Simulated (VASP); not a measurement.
C, 2 atoms in the cell. Symmetry: Fd-3m, No. 227, cubic system. The conventional cell has a = 3.560 Å, b = 3.560 Å, c = 3.560 Å, α = 90.00°, β = 90.00°, γ = 90.00°. C (site symmetry -43m) has 4 C at 1.54 Å within 2.1 Å. 

* Program: VASP 6.6.1
* Task: G0W0 quasiparticle levels
* Functional: PBE
* Potentials or basis: VASP PAW PBE potentials, release 64 (C_GW)
* Cutoff: 500 eV
* k mesh: 8 × 8 × 8
* Occupations: gaussian, width 0.01 eV
* Spin: no spin polarisation
* Dipole correction: no
* GW scheme: G0W0
* GW iterations: 1
* Cutoff of the response function: 180
* Frequency points: 96
* Empty bands: 61
* Further INCAR settings: ALGO = EVGW0; EDIFF = 1e-08; NBANDS = 65

Potentials or basis: VASP PAW PBE potentials, release 64 (C_GW).

Run with:

```console
$ cat potpaw_PBE.64/C_GW/POTCAR > POTCAR
$ cp INCAR.step1 INCAR
$ mpirun -np 1 vasp_std > vasp.out
$ cp INCAR.step2 INCAR
$ mpirun -np 1 vasp_std > vasp.out
$ cp INCAR.step3 INCAR
$ mpirun -np 1 vasp_std > vasp.out
```

Hardware: 1 thread of Intel(R) Xeon(R) 6975P-C (Granite Rapids), on a shared host.

Question: How long does it take, and how much memory?

Answer: Wall time 2.1 min on 1 thread of Intel(R) Xeon(R) 6975P-C (Granite Rapids), with other jobs on the host, peak memory 0.49 GiB. Counts: k points 29.
